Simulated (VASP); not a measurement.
Wanted: the native input for a VASP 6.6.1 run.

```yaml
Task: single point
Functional: PBE
Potentials_or_basis: VASP PAW PBE potentials, release 64 (Cs_sv, C)
Cutoff: 520 eV
k_mesh: 3 × 3 × 3
Occupations: gaussian, width 0.1 eV
Spin: collinear spin
Starting_moments: "[0.0, 0.0, 0.0, 1.0] μB"
Dipole_correction: no
Further_INCAR_settings: ALGO = Normal; EDIFF = 1e-06; NBANDS = 28
```

The structure of Cs3C lies in POSCAR:

```
Cs3C
1.0
    4.1537116949      2.3981465652      3.5076079978
   -4.1537116949      2.3981465652      3.5076079978
    0.0000000000     -4.7962931304      3.5076079978
Cs C
3 1
Direct
    0.5000000000      0.5000000000      0.0000000000
    0.0000000000      0.5000000000      0.5000000000
    0.5000000000      0.0000000000      0.5000000000
    0.0000000000      0.0000000000      0.0000000000
```

The cell was generated, and may not be a known phase.

One way to write it, as run:

INCAR

```
ALGO     = Normal         # electronic algorithm
EDIFF    = 1E-6           # SCF threshold, eV
ENCUT    = 520            # plane-wave cutoff, eV
GGA      = PE             # functional
ISIF     = 2              # what is computed and relaxed
ISMEAR   = 0              # smearing method
ISPIN    = 2              # spin polarisation
LASPH    = T              # aspherical terms in the spheres
LCHARG   = F              # write CHGCAR
LORBIT   = 11             # projections on sites
LREAL    = F              # projectors in reciprocal space
LWAVE    = F              # write WAVECAR
MAGMOM   = 0 0 0 1        # initial moments
NBANDS   = 28             # bands
NELM     = 150            # most SCF steps
PREC     = Accurate       # precision mode
SIGMA    = 0.1            # smearing width, eV
```

KPOINTS

```
k-points
0
Gamma
  3 3 3
```

Potentials or basis: VASP PAW PBE potentials, release 64 (Cs_sv, C).

Command:

```console
$ cat potpaw_PBE.64/Cs_sv/POTCAR potpaw_PBE.64/C/POTCAR > POTCAR
$ mpirun -np 1 vasp_std > vasp.out
```

It gave:

| Quantity | Value |
| --- | --- |
| Pressure | 0.1 GPa |
| Net moment | 2.08 μB per cell |
| Site moments | Cs +0.01; C +0.87 μB |
| Valence electrons inside the program's atomic spheres | Cs 6.56; C 2.05 |

Run time: 120 s on 1 thread of Intel(R) Xeon(R) Platinum 8559C (Emerald Rapids), on a shared host, peak memory 0.41 GiB.
